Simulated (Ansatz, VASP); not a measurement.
TiO in VASP and in Ansatz

```
Ti O
1.0
     2.82633    0.00000    0.00000
    -1.41317    2.44768    0.00000
     0.00000    0.00000    5.54115
Ti O
2 2
Direct
  0.33333 0.66667 0.25000
  0.66667 0.33333 0.75000
  0.00000 0.00000 0.00000
  0.00000 0.00000 0.50000
```

Alike in both runs: task single point; functional r2SCAN; k mesh 12 × 12 × 6; occupations gaussian, width 0.15 eV; no spin polarisation.

|  | VASP | Ansatz |
| --- | --- | --- |
| version | VASP 6.6.1 | Ansatz 0.2.0 |
| potentials or method | VASP PAW PBE potentials, release 64 (Ti_sv, O), cutoff 520 eV | scalar-relativistic, plane waves, PAW |
| valence electrons in the cell | 36 | 36 |

Ansatz gave:

- gap on the k mesh at the Fermi level (eV): none
- pressure (GPa): 0.0
- traceless stress, the component that is largest in VASP (GPa): -0.09

Task: Estimate VASP's values.

Result: gap on the k mesh at the Fermi level (eV): none; pressure (GPa): 1.8; traceless stress, the component that is largest in VASP (GPa): 0.20.

VASP's potentials were made for PBE, not for r2SCAN. A gap of «none» marks a metal or a gap that the smearing closes. The functional is the same, so the differences come from potentials, cutoffs and numerics.
